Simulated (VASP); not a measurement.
Write the native input for VASP 6.6.1 that does the following.

- Task: single point
- Functional: PBE
- Potentials or basis: VASP PAW PBE potentials, release 64 (C)
- Cutoff: 520 eV
- k mesh: 10 × 3 × 3
- Occupations: gaussian, width 0.1 eV
- Spin: no spin polarisation
- Dipole correction: no
- Further INCAR settings: ALGO = Normal; EDIFF = 1e-06; NBANDS = 26

The structure of C lies in POSCAR:

```
C
1.0
    0.0600120218      0.0048313227      2.5673094455
    8.6825913851     -0.0179521720      0.2027966094
   -4.3568761239      7.5481949030     -0.0872246492
C
8
Direct
    0.0822676516      0.0754644142      0.0323846620
    0.5822301360      0.0754478983      1.0323875533
    0.1464500082      0.9248368624      0.4677512061
    0.6463811459      0.9248207542      0.4677289249
   -0.2763758042      0.6994668561      0.0338710618
    0.2236456127      0.6993910846      0.0337575400
    0.0476923817      0.3002768695      0.4660600141
    0.5477088681      0.3002952605      0.4660590379
```

The input as run:

INCAR

```
ALGO = Normal ; EDIFF = 1E-6
ENCUT = 520 ; GGA = PE
ISIF = 2 ; ISMEAR = 0
LASPH = True ; LCHARG = True
LELF = True ; LREAL = False
LVHAR = True ; LWAVE = False
NBANDS = 26 ; NELM = 100
PREC = Accurate ; SIGMA = 0.1
```

KPOINTS

```
k-points
0
Gamma
  10 3 3
```

Potentials or basis: VASP PAW PBE potentials, release 64 (C).

The run is started by

```console
$ cat potpaw_PBE.64/C/POTCAR > POTCAR
$ mpirun -np 1 vasp_std > vasp.out
```

It gave:

| Property | Result |
| --- | --- |
| Pressure | -0.2 GPa |
| Largest force | 0.009 eV/Å |

Run time: 4.1 min on 1 thread of Intel(R) Xeon(R) Platinum 8375C CPU @ 2.90GHz (Ice Lake) (shared host), peak memory 0.35 GiB.
